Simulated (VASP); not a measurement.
# Co in VASP: single point with PBEsol

Aim: the single point of Co with PBEsol.

All numbers are computed with VASP 6.6.1; they aren't measurements. Logs are shortened: lines on timing, memory, paths and dates and some standing lists are left out, and cuts for length are marked.

## 1. The cell of the first run

The cell holds a slab with vacuum, 6 atoms: a = 2.456 Å, b = 3.972 Å, c = 20.964 Å, α = 90.00°, β = 90.00°, γ = 90.00°.

## 2. Single point, PBEsol, collinear spin, ferromagnetic start

The input, INCAR:

```
PREC = Accurate ; ENCUT = 520
EDIFF = 1E-7 ; ISMEAR = -1
SIGMA = 0.1 ; LREAL = F
LASPH = T ; NELM = 150
ALGO = Normal ; ISIF = 2
LWAVE = F ; LCHARG = F
ISPIN = 2 ; MAGMOM = 1.7 1.7 1.7 1.7 1.7 1.7
LORBIT = 11 ; LMAXMIX = 4
LDIPOL = T ; IDIPOL = 3
DIPOL = 0.5 0.5 0.500 ; GGA = PS
NBANDS = 40
```

The input, KPOINTS:

```
Automatic mesh
0
Gamma
  15 9 1
```

The input, POSCAR:

```
Co
1.0
    2.4563951624      0.0000000000      0.0000000000
    0.0000000000      3.9720894594      0.0000000000
    0.0000000000      0.0000000000     20.9637000000
Co
6
Direct
    0.7500000000      0.7500000000      0.3857019206
    0.2500000000      0.2500000000      0.4144177435
    0.2500000000      0.7500000000      0.4836572039
    0.7500000000      0.2500000000      0.5163428107
    0.7500000000      0.7500000000      0.5855822587
    0.2500000000      0.2500000000      0.6142980625
```

Potentials or basis: VASP PAW PBE potentials, release 64 (Co).

Run with:

```
cat potpaw_PBE.64/Co/POTCAR > POTCAR
mpirun -np 1 vasp_std > vasp.out
```

OUTCAR:

```text
PREC = Accurate
   ENCUT = 520
   EDIFF = 1E-7
   ISMEAR = -1
   LREAL = F
   LASPH = T
   NELM = 150
   ISIF = 2
   ISPIN = 2
   LORBIT = 11
   GGA = PS

 ion  position               nearest neighbor table
   1  0.750  0.750  0.386-   3 2.39   3 2.39   2 2.41   2 2.41   2 2.41   2 2.41
   2  0.250  0.250  0.414-   1 2.41   1 2.41   1 2.41   1 2.41   3 2.46   3 2.46   4 2.46   4 2.46

   3  0.250  0.750  0.484-   1 2.39   1 2.39   4 2.43   4 2.43   4 2.43   4 2.43   2 2.46   2 2.46
                             5 2.46   5 2.46
   4  0.750  0.250  0.516-   6 2.39   6 2.39   3 2.43   3 2.43   3 2.43   3 2.43   5 2.46   5 2.46
                             2 2.46   2 2.46
   5  0.750  0.750  0.586-   6 2.41   6 2.41   6 2.41   6 2.41   4 2.46   4 2.46   3 2.46   3 2.46

   6  0.250  0.250  0.614-   4 2.39   4 2.39   5 2.41   5 2.41   5 2.41   5 2.41

  LATTYP: Found a simple orthorhombic cell.
 ALAT       =     2.4563951624
 B/A-ratio  =     1.6170400920
 C/A-ratio  =     8.5343353223

  Lattice vectors:

 A1 = (   2.4563951624,   0.0000000000,   0.0000000000)
 A2 = (   0.0000000000,   3.9720894594,   0.0000000000)
 A3 = (   0.0000000000,   0.0000000000,  20.9637000000)

Analysis of symmetry for initial positions (statically):
=====================================================================
 Subroutine PRICEL returns:
 Original cell was already a primitive cell.

 Routine SETGRP: Setting up the symmetry group for a
 simple orthorhombic supercell.

 Subroutine GETGRP returns: Found  8 space group operations
 (whereof  2 operations were pure point group operations)
 out of a pool of  8 trial point group operations.

The static configuration has the point symmetry S_2 .
 The point group associated with its full space group is D_2h.

Analysis of symmetry for dynamics (positions and initial velocities):
=====================================================================
 Subroutine PRICEL returns:
 Original cell was already a primitive cell.

 Routine SETGRP: Setting up the symmetry group for a
 simple orthorhombic supercell.

 Subroutine GETGRP returns: Found  8 space group operations
 (whereof  2 operations were pure point group operations)
 out of a pool of  8 trial point group operations.

The dynamic configuration has the point symmetry S_2 .
 The point group associated with its full space group is D_2h.

Analysis of structural, dynamic, and magnetic symmetry:
=====================================================================
 Subroutine PRICEL returns:
 Original cell was already a primitive cell.

 Routine SETGRP: Setting up the symmetry group for a
 simple orthorhombic supercell.

 Subroutine GETGRP returns: Found  8 space group operations
[... 161 lines left out ...]
  free energy    TOTEN  =       -43.23344663 eV

  energy without entropy =      -43.02975669  energy(sigma->0) =      -43.13160166

 E-fermi :  -0.0064     XC(G=0):  -5.1426

 val. band max:       -0.0097472783   @ k =   0.4667   0.3333   0.0000
 cond. band min:      -0.0052395594   @ k =   0.0000   0.1111   0.0000
 fundamental gap:      0.0045077189
 Fermi energy:        -0.0064452519

 spin component 1

 k-point     1 :       0.0000    0.0000    0.0000
  band No.  band energies     occupation
      1      -8.6609      1.00000
      2      -6.7576      1.00000
      3      -5.3441      1.00000
      4      -5.0694      1.00000
      5      -4.8546      1.00000
      6      -4.5503      1.00000
[... 997 lines left out ...]
     38       7.6163      0.00000
     39       7.7573      0.00000

 [... further k-points ...]

 spin component 2

 k-point     1 :       0.0000    0.0000    0.0000
  band No.  band energies     occupation
      1      -8.5691      1.00000
      2      -6.5822      1.00000
      3      -4.6852      1.00000
      4      -4.0194      1.00000
      5      -3.6206      1.00000
      6      -3.3327      1.00000
[... 997 lines left out ...]
     38       8.2793      0.00000
     39       8.3859      0.00000

 [... further k-points ...]

 [bands above 39 left out]

------------------------ aborting loop because EDIFF is reached ----------------------------------------

 vacuum level on the upper side and lower side of the slab       (xc-potential included)         0.001         0.000

  FORCE on cell =-STRESS in cart. coord.  units (eV):
  Direction    XX          YY          ZZ          XY          YZ          ZX
  --------------------------------------------------------------------------------------
  -------------------------------------------------------------------------------------
  Total       -2.8661294     -2.8151226     -0.2349852     -0.0000000      0.0000000      0.0000000
  in kB      -22.4502499    -22.0507161     -1.8406276     -0.0000000      0.0000000      0.0000000
  external PRESSURE =     -15.4471979 kB  Pullay stress =       0.0000000 kB

 VOLUME and BASIS-vectors are now :
 -----------------------------------------------------------------------------
  energy-cutoff  :      520.00
  volume of cell :      204.54
      direct lattice vectors                 reciprocal lattice vectors
     2.456395162  0.000000000  0.000000000     0.407100623  0.000000000  0.000000000
     0.000000000  3.972089459  0.000000000     0.000000000  0.251756666  0.000000000
     0.000000000  0.000000000 20.963700000     0.000000000  0.000000000  0.047701503

 POSITION                                       TOTAL-FORCE (eV/Angst)
 -----------------------------------------------------------------------------------
      1.84230      2.97907      8.08574        -0.000000      0.000000      0.033106
      0.61410      0.99302      8.68773         0.000000      0.000000      0.020075
      0.61410      2.97907     10.13924        -0.000000     -0.000000     -0.001397
      1.84230      0.99302     10.82446        -0.000000      0.000000      0.001397
      1.84230      2.97907     12.27597        -0.000000      0.000000     -0.020075
      0.61410      0.99302     12.87796        -0.000000      0.000000     -0.033106
 -----------------------------------------------------------------------------------
    total drift:                                0.000000      0.000000     -0.000013

  FREE ENERGIE OF THE ION-ELECTRON SYSTEM (eV)
  ---------------------------------------------------
  free  energy   TOTEN  =       -43.2334466346 eV

  energy  without entropy=      -43.0297566898  energy(sigma->0) =      -43.13160166

 vacuum level on the upper side and lower side of the slab         4.871         4.871

 total charge

# of ion       s       p       d       tot
------------------------------------------
    1        0.502   0.413   7.256   8.172
    2        0.506   0.490   7.266   8.262
    3        0.509   0.567   7.301   8.378
    4        0.509   0.567   7.301   8.378
    5        0.506   0.490   7.266   8.262
    6        0.502   0.413   7.256   8.172
--------------------------------------------------
tot          3.035   2.941  43.648  49.624

 magnetization (x)

# of ion       s       p       d       tot
------------------------------------------
    1       -0.006  -0.032   1.800   1.763
    2       -0.014  -0.043   1.686   1.629
    3       -0.014  -0.050   1.695   1.631
    4       -0.014  -0.050   1.695   1.631
    5       -0.014  -0.043   1.686   1.629
    6       -0.006  -0.032   1.800   1.763
--------------------------------------------------
tot         -0.066  -0.250  10.361  10.045
```

stdout:

```text
POSCAR found type information on POSCAR Co
 POSCAR found :  1 types and       6 ions
 scaLAPACK will be used
 -----------------------------------------------------------------------------
|                                                                             |
|                                                                             |
|     You enforced a specific xc type in the INCAR file but a different       |
|     I HOPE YOU KNOW WHAT YOU ARE DOING!                                     |
|                                                                             |
 -----------------------------------------------------------------------------

 LDA part: xc-table for (Slater+PW92), standard interpolation
 POSCAR, INCAR and KPOINTS ok, starting setup
 FFT: planning ... GRIDC
 FFT: planning ... GRID_SOFT
 FFT: planning ... GRID
 WAVECAR not read
 entering main loop
```

It took 17 min on 1 thread of AMD EPYC 9R45 (Zen 5), shared host; peak memory 0.58 GiB.

What came out:

```yaml
Free_energy: -43.2334 eV
Largest_force: 0.033 eV/Å
Net_moment: 10.06 μB per cell
Site_moments: Co +1.76, +1.63 (each value once) μB
Valence_electrons_inside_the_program's_atomic_spheres: Co 8.17, 8.26, 8.38 (each value once)
```

Forces in eV/Å, atoms in the order of the input:
```
Co   0.000  0.000  0.033
Co   0.000  0.000  0.020
Co   0.000  0.000 -0.001
Co   0.000  0.000  0.001
Co   0.000  0.000 -0.020
Co   0.000  0.000 -0.033
```

Caveat: the PAW data sets were made with another functional, which shifts forces and pressure a little.
